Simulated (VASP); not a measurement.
# GaP: dielectric tensor with r2SCAN

Crystal: GaP.

```xyz
2
Lattice="0.0000 2.7254 2.8072 2.7254 0.0000 2.8072 2.7254 2.7254 0.0000" Properties=species:S:1:pos:R:3 pbc="T T T"
Ga    0.0000    0.0000    0.0000
P     1.3627    1.3627    1.4036
```

This cell differs from its parent crystal: uniaxial z strain +3.0%.

```yaml
Program: VASP 6.6.1
Task: dielectric tensor
Functional: r2SCAN
Potentials_or_basis: VASP PAW PBE potentials, release 64 (Ga_d, P)
Cutoff: 520 eV
k_mesh: 6 × 6 × 6
Occupations: gaussian, width 0.01 eV
Spin: no spin polarisation
Dipole_correction: no
Further_INCAR_settings: ALGO = Normal; EDIFF = 1e-08
```

| Property | Result |
| --- | --- |
| Band gap on the k mesh | 1.84 eV, indirect (least direct gap 2.02 eV) |
| Electronic dielectric tensor (diagonal) | 9.10, 9.10, 9.38 |
| Born charges (mean of the diagonal) | Ga +2.21; P -2.21 e |

Levels at points of the mesh, in eV from the valence-band top:
| k point | band 5 | band 6 | band 7 | band 8 | band 9 | band 10 | band 11 | band 12 | band 13 |
| --- | --- | --- | --- | --- | --- | --- | --- | --- | --- |
| (0.00, 0.00, 0.00) | -14.90 | -12.85 | -0.18 | 0.00 | 0.00 | 2.02 | 4.12 | 4.12 | 4.19 |
| (0.50, 0.00, 0.00) | -14.90 | -10.79 | -6.73 | -1.31 | -1.06 | 1.86 | 4.92 | 5.11 | 8.71 |
| (0.50, 0.50, 0.00) | -14.89 | -9.99 | -7.00 | -2.61 | -2.61 | 2.05 | 2.26 | 11.06 | 11.06 |
| (0.50, 0.00, 0.50) | -14.88 | -9.85 | -6.81 | -2.83 | -2.81 | 1.84 | 1.97 | 10.98 | 11.00 |

Electronic dielectric tensor:
```
9.10 0.00 0.00
0.00 9.10 0.00
0.00 0.00 9.38
```

Born effective charge tensors (e):
atom 1, Ga
```
2.16 0.00 0.00
0.00 2.16 0.00
0.00 0.00 2.30
```
atom 2, P
```
-2.16  0.00  0.00
 0.00 -2.16  0.00
 0.00  0.00 -2.30
```

Dipole moments of the cell (e·Å, modulo the quantum): ionic 6.814, 6.814, 7.018; electronic 0.014, 0.014, 0.033

Wall time 29 min on 1 thread of Intel(R) Xeon(R) 6975P-C (Granite Rapids), on a shared host, peak memory 0.37 GiB.

Caveat: the cell differs from its parent crystal (uniaxial z strain +3.0%). A k mesh can miss the band edges.
